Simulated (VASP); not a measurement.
Here is a VASP 6.6.1 calculation.

Contents of INCAR:

```
PREC = Accurate
ENCUT = 500
EDIFF = 1E-6
ISMEAR = -1
SIGMA = 0.02
LREAL = F
LASPH = T
NELM = 120
ALGO = Normal
ISIF = 2
LWAVE = F
LCHARG = F
GGA = PE
NBANDS = 16
GGA_COMPAT = F
```

KPOINTS

```
Automatic mesh
0
Gamma
  8 8 8
```

POSCAR

```
CdS
1.0
    0.0000000000      2.9392148430      2.8510383978
    2.9392148430      0.0000000000      2.8510383978
    2.9392148430      2.9392148430      0.0000000000
Cd S
1 1
Direct
    0.0000000000      0.0000000000      0.0000000000
    0.2500000000      0.2500000000      0.2500000000
```

Potentials or basis: VASP PAW PBE potentials, release 64 (Cd, S).

Command:

```bash
$ cat potpaw_PBE.64/Cd/POTCAR potpaw_PBE.64/S/POTCAR > POTCAR
$ mpirun -np 1 vasp_std > vasp.out
```

(1) Estimate the pressure.

(2) What does it give for the band gap on the k mesh?

## Answers

(1) 3.7 GPa.

(2) 1.11 eV.

Caveat: the cell differs from its parent crystal (uniaxial z strain -3.0%); the cell stands under pressure.
